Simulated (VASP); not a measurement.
# TiN (Fm-3m) in VASP: a series of runs, part 2 of 2

VASP 6.6.1. The steps go on from the part before.

## 4. Single point, PBEsol, collinear spin, ferromagnetic start

This run uses another cell than the first one, of 10.07 Å³/atom, 1.083 times its volume.

Input file INCAR:

```
SYSTEM = TiN
PREC = Accurate
ENCUT = 600
EDIFF = 1E-6
ISMEAR = 0
SIGMA = 0.1
LREAL = .False.
LASPH = .True.
NELM = 200
ALGO = Normal
ISIF = 2
LWAVE = .False.
LCHARG = .False.
ISPIN = 2
MAGMOM = 1 0
LORBIT = 11
LMAXMIX = 4
GGA = PS
NBANDS = 20
GGA_COMPAT = .False.
```

Input file KPOINTS:

```
regular mesh
0
Gamma
  8 8 8
  0 0 0
```

Input file POSCAR:

```
TiN
1.0
    0.0000000000      2.1591444481      2.1591444481
    2.1591444481      0.0000000000      2.1591444481
    2.1591444481      2.1591444481      0.0000000000
Ti N
1 1
Direct
    0.0000000000      0.0000000000      0.0000000000
    0.5000000000      0.5000000000      0.5000000000
```

Potentials or basis: VASP PAW PBE potentials, release 64 (Ti_sv, N).

Command:

```sh
$ cat potpaw_PBE.64/Ti_sv/POTCAR potpaw_PBE.64/N/POTCAR > POTCAR
$ mpirun -np 1 vasp_std > vasp.out
```

OUTCAR:

```text
SYSTEM = TiN
   PREC = Accurate
   ENCUT = 600
   EDIFF = 1E-6
   ISMEAR = 0
   LREAL = .False.
   LASPH = .True.
   NELM = 200
   ISIF = 2
   ISPIN = 2
   LORBIT = 11
   GGA = PS

 ion  position               nearest neighbor table
   1  0.000  0.000  0.000-   2 2.16   2 2.16   2 2.16   2 2.16   2 2.16   2 2.16
   2  0.500  0.500  0.500-   1 2.16   1 2.16   1 2.16   1 2.16   1 2.16   1 2.16

  LATTYP: Found a face centered cubic cell.
 ALAT       =     4.3182888962

  Lattice vectors:

 A1 = (   0.0000000000,   2.1591444481,   2.1591444481)
 A2 = (   2.1591444481,   0.0000000000,   2.1591444481)
 A3 = (   2.1591444481,   2.1591444481,   0.0000000000)

Analysis of symmetry for initial positions (statically):
=====================================================================
 Subroutine PRICEL returns:
 Original cell was already a primitive cell.

 Routine SETGRP: Setting up the symmetry group for a
 face centered cubic supercell.

 Subroutine GETGRP returns: Found 48 space group operations
 (whereof 48 operations were pure point group operations)
 out of a pool of 48 trial point group operations.

The static configuration has the point symmetry O_h .

Analysis of symmetry for dynamics (positions and initial velocities):
=====================================================================
 Subroutine PRICEL returns:
 Original cell was already a primitive cell.

 Routine SETGRP: Setting up the symmetry group for a
 face centered cubic supercell.

 Subroutine GETGRP returns: Found 48 space group operations
 (whereof 48 operations were pure point group operations)
 out of a pool of 48 trial point group operations.

The dynamic configuration has the point symmetry O_h .

Analysis of structural, dynamic, and magnetic symmetry:
=====================================================================
 Subroutine PRICEL returns:
 Original cell was already a primitive cell.

 Routine SETGRP: Setting up the symmetry group for a
 face centered cubic supercell.

 Subroutine GETGRP returns: Found 48 space group operations
 (whereof 48 operations were pure point group operations)
 out of a pool of 48 trial point group operations.

[... 142 lines left out ...]
 Free energy of the ion-electron system (eV)
  ---------------------------------------------------
  ext. energy  EPLUGINS =         0.00000000
  ---------------------------------------------------
  free energy    TOTEN  =       -20.67436360 eV

  energy without entropy =      -20.66572738  energy(sigma->0) =      -20.67004549

 E-fermi :  10.6026     XC(G=0): -12.9275

 val. band max:       10.6016106309   @ k =   0.3750   0.1250   0.0000
 cond. band min:      10.6241253340   @ k =  -0.3750   0.3750   0.1250
 fundamental gap:      0.0225147031
 Fermi energy:        10.6025968031

 spin component 1

 k-point     1 :       0.0000    0.0000    0.0000
  band No.  band energies     occupation
      1     -47.0851      1.00000
      2     -23.2005      1.00000
      3     -23.2005      1.00000
      4     -23.2005      1.00000
      5      -6.1174      1.00000
      6       8.6431      1.00000
[... 541 lines left out ...]
     19      32.9802      0.00000
     20      36.9271      0.00000

 [... further k-points ...]

 spin component 2

 k-point     1 :       0.0000    0.0000    0.0000
  band No.  band energies     occupation
      1     -47.0852      1.00000
      2     -23.2005      1.00000
      3     -23.2005      1.00000
      4     -23.2005      1.00000
      5      -6.1174      1.00000
      6       8.6432      1.00000
[... 541 lines left out ...]
     19      32.9802      0.00000
     20      36.9271      0.00000

 [... further k-points ...]
[... 5 lines left out ...]
  --------------------------------------------------------------------------------------
  -------------------------------------------------------------------------------------
  Total       -2.5012760     -2.5012760     -2.5012760      0.0000000      0.0000000      0.0000000
  in kB     -199.0660057   -199.0660057   -199.0660057      0.0000000      0.0000000      0.0000000
  external PRESSURE =    -199.0660057 kB  Pullay stress =       0.0000000 kB

 VOLUME and BASIS-vectors are now :
 -----------------------------------------------------------------------------
  energy-cutoff  :      600.00
  volume of cell :       20.13
      direct lattice vectors                 reciprocal lattice vectors
     0.000000000  2.159144448  2.159144448    -0.231573205  0.231573205  0.231573205
     2.159144448  0.000000000  2.159144448     0.231573205 -0.231573205  0.231573205
     2.159144448  2.159144448  0.000000000     0.231573205  0.231573205 -0.231573205

 POSITION                                       TOTAL-FORCE (eV/Angst)
 -----------------------------------------------------------------------------------
      0.00000      0.00000      0.00000         0.000000      0.000000     -0.000000
      2.15914      2.15914      2.15914        -0.000000     -0.000000      0.000000
 -----------------------------------------------------------------------------------
    total drift:                                0.000000     -0.000000     -0.000000

  FREE ENERGIE OF THE ION-ELECTRON SYSTEM (eV)
  ---------------------------------------------------
  free  energy   TOTEN  =       -20.6743636016 eV

  energy  without entropy=      -20.6657273798  energy(sigma->0) =      -20.67004549

 total charge

# of ion       s       p       d       tot
------------------------------------------
    1        2.174   6.203   1.921  10.299
    2        1.233   2.449   0.000   3.682
--------------------------------------------------
tot          3.407   8.652   1.921  13.980

 magnetization (x)

# of ion       s       p       d       tot
------------------------------------------
    1       -0.000  -0.000  -0.000  -0.000
    2       -0.000   0.000   0.000   0.000
--------------------------------------------------
tot         -0.000   0.000  -0.000  -0.000
```

OSZICAR:

```text
N       E                     dE             d eps       ncg     rms          rms(c)
DAV:   1     0.151442787500E+03    0.15144E+03   -0.86691E+03  2328   0.113E+03
DAV:   2    -0.154063579571E+02   -0.16685E+03   -0.15442E+03  2368   0.322E+02
DAV:   3    -0.253078619224E+02   -0.99015E+01   -0.97161E+01  2868   0.794E+01
DAV:   4    -0.255637901059E+02   -0.25593E+00   -0.25541E+00  2680   0.119E+01
DAV:   5    -0.255685875984E+02   -0.47975E-02   -0.47973E-02  2704   0.148E+00    0.181E+01
DAV:   6    -0.211463284607E+02    0.44223E+01   -0.81187E+00  3268   0.421E+01    0.708E+00
DAV:   7    -0.207342928943E+02    0.41204E+00   -0.12891E+00  2824   0.132E+01    0.465E+00
DAV:   8    -0.208606795153E+02   -0.12639E+00   -0.73099E-01  3168   0.113E+01    0.465E+00
DAV:   9    -0.206764852667E+02    0.18419E+00   -0.22879E-01  2680   0.698E+00    0.819E-01
DAV:  10    -0.206738860411E+02    0.25992E-02   -0.22287E-02  2988   0.158E+00    0.316E-01
DAV:  11    -0.206746004690E+02   -0.71443E-03   -0.16600E-03  2940   0.482E-01    0.204E-01
DAV:  12    -0.206743797788E+02    0.22069E-03   -0.26970E-04  2696   0.218E-01    0.817E-02
DAV:  13    -0.206743617848E+02    0.17994E-04   -0.54898E-05  2696   0.974E-02    0.159E-02
DAV:  14    -0.206743637003E+02   -0.19156E-05   -0.56832E-06  2848   0.256E-02    0.109E-02
DAV:  15    -0.206743636016E+02    0.98696E-07   -0.87121E-07  2188   0.738E-03
   1 F= -.20674364E+02 E0= -.20670045E+02  d E =-.863622E-02  mag=     0.0000
```

stdout:

```text
POSCAR found type information on POSCAR TiN
 POSCAR found :  2 types and       2 ions
 scaLAPACK will be used
 -----------------------------------------------------------------------------
|                                                                             |
|                                                                             |
|     You enforced a specific xc type in the INCAR file but a different       |
|     I HOPE YOU KNOW WHAT YOU ARE DOING!                                     |
|                                                                             |
 -----------------------------------------------------------------------------

 LDA part: xc-table for (Slater+PW92), standard interpolation
 POSCAR, INCAR and KPOINTS ok, starting setup
 FFT: planning ... GRIDC
 FFT: planning ... GRID_SOFT
 FFT: planning ... GRID
 WAVECAR not read
 entering main loop
```

It took 45 s on 1 thread of Intel Xeon 8259CL, shared host; peak memory 0.16 GiB.

What came out:

```yaml
Free_energy: -20.6744 eV
Pressure: -19.9 GPa
Net_moment: 0.00 μB per cell
Valence_electrons_inside_the_program's_atomic_spheres: Ti 10.30; N 3.68
```

Levels at points of the mesh, in eV from the Fermi level:
Spin up:
```csv
k point,band 5,band 6,band 7,band 8,band 9,band 10,band 11,band 12,band 13,band 14
"(0.00, 0.00, 0.00)",-16.72,-1.96,-1.96,-1.96,-0.59,-0.59,-0.59,0.52,0.52,4.78
"(0.50, 0.00, 0.00)",-14.45,-7.79,-5.21,-5.21,1.56,1.56,2.18,5.36,5.36,5.73
"(0.50, 0.50, 0.00)",-15.32,-5.71,-3.14,-3.14,-2.89,1.51,2.21,2.21,3.26,9.82
```
Spin down:
| k point | band 7 | band 8 | band 9 | band 10 | band 11 | band 12 |
| --- | --- | --- | --- | --- | --- | --- |
| (0.00, 0.00, 0.00) | -1.96 | -1.96 | -0.59 | -0.59 | -0.59 | 0.52 |
| (0.50, 0.00, 0.00) | -5.21 | -5.21 | 1.56 | 1.56 | 2.18 | 5.36 |
| (0.50, 0.50, 0.00) | -3.14 | -3.14 | -2.89 | 1.51 | 2.21 | 2.21 |

Caveat: the PAW data sets were made with another functional, which shifts forces and pressure a little.

## 5. Summary

```csv
task,spin,cell,gap on the mesh (eV),pressure (GPa)
single point,off,"a = 2.973 Å, angles 60.0°, 2 atoms",none,0.4
relaxation of cell and atoms,off,"relaxed from a = 3.053 Å, angles 60.0°, 2 atoms",none,-0.6
single point,"collinear, ferromagnetic start","a = 3.053 Å, angles 60.0°, 2 atoms",none,-19.9
```

Alike in all rows: level PBEsol; potentials or basis VASP PAW PBE potentials, release 64 (Ti_sv, N); k mesh 8 × 8 × 8; cutoff (eV) 600; smearing gaussian 0.1 eV.

Caveats: the PAW data sets were made with another functional, which shifts forces and pressure a little.

Absolute energies hang on the potentials; compare differences alone.
